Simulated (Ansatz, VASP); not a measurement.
Ta: VASP beside Ansatz

Contents of INCAR:

```
PREC = Accurate
ENCUT = 520
EDIFF = 1E-6
ISMEAR = -1
SIGMA = 0.03
LREAL = F
LASPH = T
NELM = 80
ALGO = Normal
ISIF = 2
LWAVE = F
LCHARG = T
GGA = PE
LELF = T
LVHAR = T
NBANDS = 12
```

The input KPOINTS:

```
regular mesh
0
Gamma
  13 13 13
```

The input POSCAR:

```
Ta
1.0
    2.7230931525      0.0000000000      0.0000000000
    0.0000000000      2.7230931525      0.0000000000
    0.0000000000      0.0000000000      2.7230931525
Ta
1
Direct
    0.0000000000      0.0000000000      0.0000000000
```

Input for Ansatz:

```yaml
crystal:
  lattice:
    - [2.7230931525, 0.0, 0.0]
    - [0.0, 2.7230931525, 0.0]
    - [0.0, 0.0, 2.7230931525]
  atoms:
    - { symbol: Ta, position: [0.0, 0.0, 0.0] }
kpoints:
  mp_grid: { grid: [13, 13, 13] }
scf:
  occupations: { method: fermi_dirac, width: 0.03 }
hamiltonian:
  xc: pbe
  pseudopotentials: { kind: all_electron, lapw: { basis_error: 0.0005 } }
output:
  forces: true
  stress: true
  eigenvalues: true
```

Change from the starting cell: volume scaled by 0.98.

Alike in both runs: task single point; functional PBE; k mesh 13 × 13 × 13; occupations fermi-dirac, width 0.03 eV; no spin polarisation.

```csv
,VASP,Ansatz
version,VASP 6.6.1,Ansatz 0.2.0
potentials or method,"VASP PAW PBE potentials, release 64 (Ta_pv), cutoff 520 eV","all-electron LAPW, scalar-relativistic"
```

Ansatz gave:

* pressure (GPa): 2.9

Problem. Which values does VASP return?

Solution. Pressure (GPa): 3.1.

Ansatz ran all-electron here, and VASP with PAW potentials.

Spin-orbit coupling is off throughout.
